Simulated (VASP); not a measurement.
Here is a VASP 6.6.1 calculation.

Contents of INCAR:

```
PREC     = Accurate       # precision mode
ENCUT    = 500            # plane-wave cutoff, eV
EDIFF    = 1E-6           # SCF threshold, eV
ISMEAR   = 0              # smearing method
SIGMA    = 0.1            # smearing width, eV
LREAL    = F              # projectors in reciprocal space
LASPH    = T              # aspherical terms in the spheres
NELM     = 120            # most SCF steps
ALGO     = Normal         # electronic algorithm
ISIF     = 2              # what is computed and relaxed
LWAVE    = F              # write WAVECAR
LCHARG   = T              # write CHGCAR
GGA      = PS             # functional
LELF     = T              # ELF
LVHAR    = T            
NBANDS   = 15             # bands
GGA_COMPAT= F
```

KPOINTS

```
regular mesh
0
Gamma
  8 8 8
```

Contents of POSCAR:

```
TaAs
1.0
    0.0000000000      2.6034502909      2.6034502909
    2.6034502909      0.0000000000      2.6034502909
    2.6034502909      2.6034502909      0.0000000000
Ta As
1 1
Direct
    0.5000000000      0.5000000000      0.5000000000
    0.0000000000      0.0000000000      0.0000000000
```

Potentials or basis: VASP PAW PBE potentials, release 64 (Ta_pv, As).

Run with:

```bash
$ cat potpaw_PBE.64/Ta_pv/POTCAR potpaw_PBE.64/As/POTCAR > POTCAR
$ mpirun -np 1 vasp_std > vasp.out
```

Problem. Estimate the pressure.

Solution. 0.7 GPa.

Problem. Estimate the band gap on the k mesh.

Solution. Zero (band 8 reaches 8.26 eV, above the bottom of band 9 at 6.09 eV).

Caveat: the PAW data sets were made with another functional, which shifts forces and pressure a little; spin-orbit coupling is left out, which moves the levels of the heavy elements.
